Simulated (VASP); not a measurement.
Input of a VASP 6.6.1 run:

INCAR

```
SYSTEM = SrO
PREC = Accurate
ENCUT = 520
EDIFF = 1E-6
ISMEAR = 0
SIGMA = 0.05
LREAL = .False.
LASPH = .True.
NELM = 100
ALGO = Normal
ISIF = 2
LWAVE = .False.
LCHARG = .False.
GGA = PE
NBANDS = 15
```

KPOINTS

```
regular mesh
0
Gamma
  8 8 8
  0 0 0
```

POSCAR

```
SrO
1.0
    0.0000000000      2.5698000000      2.5698000000
    2.5698000000      0.0000000000      2.5698000000
    2.5698000000      2.5698000000      0.0000000000
Sr O
1 1
Direct
    0.0070208561      0.0070208561      0.0070208561
    0.5000000000      0.5000000000      0.5000000000
```

Potentials or basis: VASP PAW PBE potentials, release 64 (Sr_sv, O).

The run is started by

```console
$ cat potpaw_PBE.64/Sr_sv/POTCAR potpaw_PBE.64/O/POTCAR > POTCAR
$ mpirun -np 1 vasp_std > vasp.out
```

Estimate the largest force.

0.145 eV/Å.

What does it give for the band gap on the k mesh?

3.30 eV, indirect (least direct gap 3.38 eV).

Forces in eV/Å, atoms in the order of the input:
```
Sr  -0.084 -0.084 -0.084
O    0.084  0.084  0.084
```

Caveat: the cell differs from its parent crystal (all Sr atoms moved +0.062 Å, as atom 1 along Cartesian [1 1 1]). A k mesh can miss the band edges.
